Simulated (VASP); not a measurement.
# Br (I4/mmm) in VASP: a series of runs

Br is run at these levels: PBEsol; tasks: single point, relaxation of volume and atoms at fixed shape.

All numbers are computed with VASP 6.6.1; they aren't measurements. Logs are shortened: lines on timing, memory, paths and dates and some standing lists are left out, and cuts for length are marked.

**1. The cell of the first run**

The structure is tetragonal, space group I4/mmm (No. 139). The conventional cell has a = 2.815 Å, b = 2.815 Å, c = 7.076 Å, α = 90.00°, β = 90.00°, γ = 90.00°. Within 3.7 Å of Br (site symmetry 4/mmm) lie 4 Br at 2.82 Å.

**2. Single point, PBEsol**

Input file INCAR:

```
PREC = Accurate
ENCUT = 520
EDIFF = 1E-7
ISMEAR = 1
SIGMA = 0.3
LREAL = False
LASPH = True
NELM = 60
ALGO = Normal
ISIF = 2
LWAVE = False
LCHARG = True
GGA = PS
LELF = True
LVHAR = True
NBANDS = 10
```

Input file KPOINTS:

```
Automatic mesh
0
Gamma
  14 14 14
  0.5 0.5 0.5
```

Input file POSCAR:

```
Br
1.0
    4.0595953162     -0.0000000538     -0.0000000618
    2.1069670272      3.4700149968     -0.0000000618
   -3.0832811414     -1.7350074544      1.9908391868
Br
1
Direct
    0.0000000000      0.0000000000      0.0000000000
```

Potentials or basis: VASP PAW PBE potentials, release 64 (Br).

Started as:

```console
$ cat potpaw_PBE.64/Br/POTCAR > POTCAR
$ mpirun -np 1 vasp_std > vasp.out
```

OUTCAR:

```text
PREC = Accurate
   ENCUT = 520
   EDIFF = 1E-7
   ISMEAR = 1
   LREAL = False
   LASPH = True
   NELM = 60
   ISIF = 2
   GGA = PS

 ion  position               nearest neighbor table
   1  0.000  0.000  0.000-

  LATTYP: Found a body centered tetragonal cell.
 ALAT       =     2.8154716911
 C/A-ratio  =     2.5131983499

  Lattice vectors:

 A1 = (   4.0595953162,  -0.0000000538,  -0.0000000618)
 A2 = (   2.1069670272,   3.4700149968,  -0.0000000618)
 A3 = (  -3.0832811414,  -1.7350074544,   1.9908391868)

Analysis of symmetry for initial positions (statically):
=====================================================================
 Subroutine PRICEL returns:
 Original cell was already a primitive cell.

 Routine SETGRP: Setting up the symmetry group for a
 body centered tetragonal supercell.

 Subroutine GETGRP returns: Found 16 space group operations
 (whereof 16 operations were pure point group operations)
 out of a pool of 16 trial point group operations.

The static configuration has the point symmetry D_4h.

Analysis of symmetry for dynamics (positions and initial velocities):
=====================================================================
 Subroutine PRICEL returns:
 Original cell was already a primitive cell.

 Routine SETGRP: Setting up the symmetry group for a
 body centered tetragonal supercell.

 Subroutine GETGRP returns: Found 16 space group operations
 (whereof 16 operations were pure point group operations)
 out of a pool of 16 trial point group operations.

The dynamic configuration has the point symmetry D_4h.

 Subroutine INISYM returns: Found 16 space group operations
 (whereof 16 operations are pure point group operations),
 and found     1 'primitive' translations

----------------------------------------------------------------------------------------

                                     Primitive cell

  volume of cell :      28.0447

  direct lattice vectors                    reciprocal lattice vectors
     4.059595316 -0.000000054 -0.000000062     0.246329974 -0.149569704  0.251150376
     2.106967027  3.470014997 -0.000000062     0.000000008  0.288183192  0.251150376
    -3.083281141 -1.735007454  1.990839187     0.000000008  0.000000004  0.502300757

  length of vectors
     4.059595316  4.059595316  4.059595316     0.382264390  0.382264390  0.502300757

  position of ions in fractional coordinates (direct lattice)
     0.000000000  0.000000000  0.000000000

  ion indices of the primitive-cell ions
   primitive index   ion index
                 1           1

----------------------------------------------------------------------------------------

 KPOINTS: Automatic mesh

Automatic generation of k-mesh.
 Grid dimensions read from file:
 generate k-points for:   14   14   14

 Generating k-lattice:

  Cartesian coordinates                     Fractional coordinates (reciprocal lattice)
     0.017594998 -0.010683550  0.017939313     0.071428571  0.000000000  0.000000000
     0.000000001  0.020584514  0.017939313    -0.000000000  0.071428571  0.000000000
     0.000000001  0.000000000  0.035878626     0.000000000  0.000000000  0.071428571

  Length of vectors
     0.027304599  0.027304599  0.035878626

  Shift w.r.t. Gamma in fractional coordinates (k-lattice)
     0.500000000  0.500000000  0.500000000

 Subroutine IBZKPT returns following result:
 ===========================================

 Found    240 irreducible k-points:

 Following reciprocal coordinates:
            Coordinates               Weight
  0.035714  0.035714  0.035714      8.000000
  0.107143  0.035714  0.035714     16.000000
  0.178571  0.035714  0.035714     16.000000
  0.250000  0.035714  0.035714     16.000000
  0.321429  0.035714  0.035714     16.000000
  0.392857  0.035714  0.035714     16.000000
[... 16 lines left out ...]
  0.250000  0.178571  0.035714     16.000000
  0.321429  0.178571  0.035714     16.000000
 [... further k-points ...]
   k-points           NKPTS =    240   k-points in BZ     NKDIM =    240   number of bands    NBANDS=     10
   number of dos      NEDOS =    301   number of ions     NIONS =      1
   total plane-waves  NPLWV =  27000
   dimension x,y,z NGX =    30 NGY =   30 NGZ =   30
   dimension x,y,z NGXF=    60 NGYF=   60 NGZF=   60
   ions per type =               1
   NGX,Y,Z   is equivalent  to a cutoff of  12.29, 12.29, 12.29 a.u.
   NGXF,Y,Z  is equivalent  to a cutoff of  24.57, 24.57, 24.57 a.u.
 SYSTEM =  unknown system
   PREC   = accura    normal or accurate (medium, high low for compatibility)
   ISTART =      0    job   : 0-new  1-cont  2-samecut
   ICHARG =      2    charge: 1-file 2-atom 10-const
   ISPIN  =      1    spin polarized calculation?
   LNONCOLLINEAR =      F non collinear calculations
   LSORBIT =      F    spin-orbit coupling
   LASPH  =      T    aspherical Exc in radial PAW
   ENCUT  =  520.0 eV  38.22 Ry    6.18 a.u.   7.55  7.55  7.55*2*pi/ulx,y,z
   NELM   =     60;   NELMIN=  2; NELMDL= -5     # of ELM steps
   EDIFF  = 0.1E-06   stopping-criterion for ELM
   LREAL  =      F    real-space projection
   EDIFFG = 0.1E-05   stopping-criterion for IOM
   NSW    =      0    number of steps for IOM
   IBRION =     -1    ionic relax: 0-MD 1-quasi-New 2-CG
   NFREE  =      0    steps in history (QN), initial steepest desc. (CG)
   ISIF   =      2    stress and relaxation
   ISYM   =      2    0-nonsym 1-usesym 2-fastsym
   POTIM  = 0.5000    time-step for ionic-motion
   TEBEG  =    0.0;   TEEND  =   0.0 temperature during run
   PSTRESS=    0.0 pullay stress
   NELECT =       7.0000    total number of electrons
   NUPDOWN=      -1.0000    fix difference up-down
   EMIN   =  10.00;   EMAX   =-10.00  energy-range for DOS
   EFERMI =   0.00;   METHOD = LEGACY
   ISMEAR =     1;   SIGMA  =   0.30  broadening in eV -4-tet -1-fermi 0-gaus
   EFERMI_NEDOS =   21; number of points for ismear=-14 and -15
   IALGO  =     38    algorithm
   IMIX   =      4    mixing-type and parameters
     AMIX     =   0.40;   BMIX     =  1.00
     AMIX_MAG =   1.60;   BMIX_MAG =  1.00
  volume/ion in A,a.u.               =      28.04       189.25
  Fermi-wavevector in a.u.,A,eV,Ry     =   1.030760  1.947853 14.455721  1.062466
  Thomas-Fermi vector in A             =   2.164874
   LORBIT       =      0    0 simple, 1 ext, 2 COOP (PROOUT), +10 PAW based schemes
   GGA     = PS    functional components
   LHFCALC =     F    Hartree Fock is set to
   AEXX    =    0.0000 exact exchange contribution
   IVDW    =     0    specifies the selected vdW correction
   LEPSILON=     F    determine dielectric tensor
   LRPA    =     F    only Hartree local field effects (RPA)
 non-spin polarized calculation
 Methfessel and Paxton  Order N= 1 SIGMA  =   0.30
  energy-cutoff  :      520.00
  volume of cell :       28.04
 maximum number of plane-waves:       777
   NGX = 15   NGY = 15   NGZ = 15

 number of electron       6.9999999 magnetization

 Free energy of the ion-electron system (eV)
  ---------------------------------------------------
  ext. energy  EPLUGINS =         0.00000000
  ---------------------------------------------------
  free energy    TOTEN  =        -1.71396510 eV

  energy without entropy =       -1.71467365  energy(sigma->0) =       -1.71420129

 E-fermi :   1.7784     XC(G=0):  -8.9969

 val. band max:        1.7769450358   @ k =  -0.1786   0.3214   0.0357
 cond. band min:       1.7809283556   @ k =  -0.2500   0.2500   0.1071
 fundamental gap:      0.0039833198
 Fermi energy:         1.7784046976

 k-point     1 :       0.0357    0.0357    0.0357
  band No.  band energies     occupation
      1     -14.6985      2.00000
      2      -0.6629      2.00000
      3       2.1649     -0.06978
      4       2.1970     -0.06389
      5       7.1985     -0.00000
      6      12.2394      0.00000
      7      12.6837      0.00000
      8      15.6867      0.00000
      9      16.2637      0.00000
     10      20.5323      0.00000

 k-point     2 :       0.1071    0.0357    0.0357
  band No.  band energies     occupation
      1     -14.5020      2.00000
      2      -0.6476      2.00000
      3       0.8733      2.00017
      4       2.3108     -0.03086
      5       7.7010     -0.00000
      6      12.6151      0.00000
      7      13.8124      0.00000
      8      14.3624      0.00000
      9      16.3621      0.00000
     10      20.8170      0.00000

 k-point     3 :       0.1786    0.0357    0.0357
  band No.  band energies     occupation
      1     -14.1941      2.00000
      2      -0.8134      2.00000
      3      -0.4227      2.00000
      4       2.5059     -0.00322
      5       8.3461      0.00000
      6      12.3815      0.00000
      7      12.9583      0.00000
      8      16.2297      0.00000
      9      16.9073      0.00000
     10      19.3792      0.00000

 k-point     4 :       0.2500    0.0357    0.0357
  band No.  band energies     occupation
      1     -13.8104      2.00000
      2      -2.1252      2.00000
      3      -0.4596      2.00000
      4       2.7364     -0.00006
      5       8.7523      0.00000
      6      11.6711      0.00000
      7      13.3169      0.00000
      8      16.9100      0.00000
      9      17.7515      0.00000
     10      19.3202      0.00000
[... 222 lines left out ...]
 k-point    22 :       0.1786    0.1786    0.0357
  band No.  band energies     occupation
      1     -13.6805      2.00000
      2      -0.7862      2.00000
      3      -0.2484      2.00000
      4      -0.0828      2.00000
      5       9.3923      0.00000
      6      13.2360      0.00000
      7      13.4074      0.00000
      8      15.2360      0.00000
      9      16.9237      0.00000
     10      18.1861      0.00000

 k-point    23 :       0.2500    0.1786    0.0357
  band No.  band energies     occupation
      1     -13.3004      2.00000
      2      -1.7504      2.00000
      3      -0.4695      2.00000
      4       0.0945      2.00000
      5       9.5972      0.00000
      6      12.3601      0.00000
      7      13.2352      0.00000
      8      15.6679      0.00000
      9      17.6269      0.00000
     10      19.3133      0.00000

 k-point    24 :       0.3214    0.1786    0.0357
  band No.  band energies     occupation
      1     -12.9140      2.00000
      2      -2.8957      2.00000
      3      -0.2689      2.00000
      4       0.3404      2.00000
      5       9.2688      0.00000
      6      11.5900      0.00000
      7      13.5292      0.00000
      8      16.6822      0.00000
      9      17.7207      0.00000
     10      19.0994      0.00000

 [... further k-points ...]
[... 5 lines left out ...]
  --------------------------------------------------------------------------------------
  -------------------------------------------------------------------------------------
  Total        0.0457136     -0.0036475     -0.0265202      0.0406470     -0.0000000     -0.0000000
  in kB        2.6115950     -0.2083824     -1.5150870      2.3221444     -0.0000000     -0.0000001
  external PRESSURE =       0.2960419 kB  Pullay stress =       0.0000000 kB

 VOLUME and BASIS-vectors are now :
 -----------------------------------------------------------------------------
  energy-cutoff  :      520.00
  volume of cell :       28.04
      direct lattice vectors                 reciprocal lattice vectors
     4.059595316 -0.000000054 -0.000000062     0.246329974 -0.149569704  0.251150376
     2.106967027  3.470014997 -0.000000062     0.000000008  0.288183192  0.251150376
    -3.083281141 -1.735007454  1.990839187     0.000000008  0.000000004  0.502300757

 POSITION                                       TOTAL-FORCE (eV/Angst)
 -----------------------------------------------------------------------------------
      0.00000      0.00000      0.00000         0.000000      0.000000      0.000000
 -----------------------------------------------------------------------------------
    total drift:                                0.000000      0.000000      0.000000

  FREE ENERGIE OF THE ION-ELECTRON SYSTEM (eV)
  ---------------------------------------------------
  free  energy   TOTEN  =        -1.7139651025 eV

  energy  without entropy=       -1.7146736540  energy(sigma->0) =       -1.71420129
```

Wall time 2 min (1 thread of AMD EPYC 7R43 (Zen 3), shared host); peak memory 0.17 GiB.

What came out:

| Item | Value |
| --- | --- |
| Free energy | -1.7140 eV |
| Pressure | 0.0 GPa |
| Band gap on the k mesh | zero (an odd number of electrons rules out a gap without spin polarisation) |

Levels at points of the mesh, in eV from the Fermi level:
```tsv
k point	band 1	band 2	band 3	band 4	band 5	band 6	band 7	band 8	band 9
(0.04, 0.04, 0.04)	-16.48	-2.44	0.39	0.42	5.42	10.46	10.91	13.91	14.49
```

Caveat: so wide a smearing shifts energies and pressures; the PAW data sets were made with another functional, which shifts forces and pressure a little; an odd number of electrons without spin polarisation forces a metal; a magnetic or distorted state may lie lower.

**3. Relaxation of volume and atoms at fixed shape, PBEsol**

This run uses another cell than the first one, of 29.00 Å³/atom.

Input file INCAR:

```
SYSTEM = Br
PREC = Accurate
ENCUT = 600
EDIFF = 1E-6
ISMEAR = 1
SIGMA = 0.3
LREAL = .FALSE.
LASPH = .TRUE.
NELM = 100
ALGO = Normal
ISIF = 8
LWAVE = .FALSE.
LCHARG = .FALSE.
GGA = PS
IBRION = 2
NSW = 80
EDIFFG = -0.001
```

KPOINTS is that of step 2.

Input file POSCAR:

```
Br
1.0
    4.1050320000      0.0000000000      0.0000000000
    2.1305491274      3.5088528235      0.0000000000
   -3.1177905024     -1.7544263773      2.0131215042
Br
1
Direct
    0.0000000000      0.0000000000      0.0000000000
```

Potentials or basis: VASP PAW PBE potentials, release 64 (Br).

Started as:

```console
$ cat potpaw_PBE.64/Br/POTCAR > POTCAR
$ mpirun -np 1 vasp_std > vasp.out
```

Run time: 14 min. Hardware: 1 thread of AMD EPYC 7R43 (Zen 3), shared host; peak memory 0.21 GiB.

Results (log left out):

* Free energy: -1.7142 eV
* Relaxed volume: 28.06 Å³/atom
* Relaxed cell: a = 4.061 Å, b = 4.061 Å, c = 4.061 Å, α = 139.42°, β = 139.42°, γ = 58.73°
* Space group after relaxing (to 0.1 Å): I4/mmm (No. 139)
* Energy gained by relaxing: 3.6 meV/atom
* Ionic steps: 21
* Pressure after relaxing: 0.0 GPa
* Band gap on the k mesh: zero (an odd number of electrons rules out a gap without spin polarisation)

Stress tensor (GPa, compression positive):
```
 0.25  0.25  0.00
 0.25 -0.05  0.00
 0.00  0.00 -0.19
```

The path:
```csv
step,energy change (eV),largest force (eV/Å),pressure (GPa),volume (Å³)
1,0.0000,0.0000,-1.21,29.00
2,-0.0036,0.0000,-0.02,28.09
3,-0.0036,0.0000,-0.01,28.07
4,-0.0036,0.0000,-0.01,28.07
5,-0.0036,0.0000,-0.01,28.07
6,-0.0036,0.0000,-0.01,28.07
7,-0.0036,0.0000,-0.01,28.07
8,-0.0036,0.0000,-0.01,28.07
9,-0.0036,0.0000,-0.01,28.07
10,-0.0036,0.0000,-0.01,28.07
11,-0.0036,0.0000,-0.01,28.07
12,-0.0036,0.0000,-0.01,28.07
13,-0.0036,0.0000,-0.01,28.07
14,-0.0036,0.0000,-0.02,28.07
15,-0.0036,0.0000,-0.02,28.06
16,-0.0036,0.0000,0.01,28.06
17,-0.0036,0.0000,0.02,28.06
18,-0.0036,0.0000,0.02,28.06
19,-0.0036,0.0000,0.01,28.06
20,-0.0036,0.0000,0.01,28.06
21,-0.0036,0.0000,0.00,28.06
```

Final structure:
```
Br
1.0
     4.06050    0.00000    0.00000
     2.10744    3.47079    0.00000
    -3.08397   -1.73540    1.99128
Br
1
Direct
  0.00000 0.00000 0.00000
```

Levels at points of the mesh, in eV from the Fermi level:
```tsv
k point	band 2	band 3	band 4	band 5	band 6	band 7
(0.04, 0.04, 0.04)	-2.44	0.39	0.42	5.42	10.46	10.90
```

Caveat: so wide a smearing shifts energies and pressures; the PAW data sets were made with another functional, which shifts forces and pressure a little; an odd number of electrons without spin polarisation forces a metal; a magnetic or distorted state may lie lower.
